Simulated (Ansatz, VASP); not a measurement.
# One calculation of LiW, two programs

Contents of INCAR:

```
ALGO = Normal
EDIFF = 1E-6
ENCUT = 750
GGA = PE
GGA_COMPAT = F
ISIF = 2
ISMEAR = 0
LASPH = T
LCHARG = F
LREAL = F
LWAVE = F
NBANDS = 16
NELM = 120
PREC = Accurate
SIGMA = 0.1
```

KPOINTS

```
k-points
0
Gamma
  6 6 4
```

File POSCAR:

```
LiW
1.0
    2.7268284500      0.0000000000      0.0000000000
   -1.3634142200      2.3615027100      0.0000000000
    0.0000000000      0.0000000000      4.3341912100
Li W
1 1
Direct
    0.3333333300      0.6666666700      0.0000000000
    0.6666666700      0.3333333300      0.5000000000
```

Input for Ansatz:

```yaml
crystal:
  lattice:
    - [2.72682845, 0.0, 0.0]
    - [-1.36341422, 2.36150271, 0.0]
    - [0.0, 0.0, 4.33419121]
  atoms:
    - { symbol: Li, position: [0.33333333, 0.66666667, 0.0] }
    - { symbol: W, position: [0.66666667, 0.33333333, 0.5] }
basis:
  ecutwfc: 420
kpoints:
  mp_grid: { grid: [6, 6, 4] }
hamiltonian:
  xc: pbe
scf:
  occupations: { method: gaussian, width: 0.1 }
  lower_state_search: "off"
output:
  forces: true
  stress: true
  eigenvalues: true
```

Change from the starting cell: species swapped into the IrOs type (P-6m2, No. 187).

Alike in both runs: task single point; functional PBE; k mesh 6 × 6 × 4; occupations gaussian, width 0.1 eV; no spin polarisation.

|  | VASP | Ansatz |
| --- | --- | --- |
| version | VASP 6.6.1 | Ansatz 0.2.0 |
| potentials or method | VASP PAW PBE potentials, release 64 (Li_sv, W_sv), cutoff 750 eV | scalar-relativistic, plane waves, PAW |
| valence electrons in the cell | 17 | 17 |

Ansatz gave:

* gap on the k mesh at the Fermi level (eV): none
* pressure (GPa): 9.2
* traceless stress, the component that is largest in VASP (GPa): 20.68

Question: Which values does VASP return?

Answer: gap on the k mesh at the Fermi level (eV): none; pressure (GPa): 9.4; traceless stress, the component that is largest in VASP (GPa): 20.45.

A gap of «none» marks a metal or a gap that the smearing closes.

The k mesh is coarse, so the values compare programs but aren't converged. Spin-orbit coupling is off throughout.
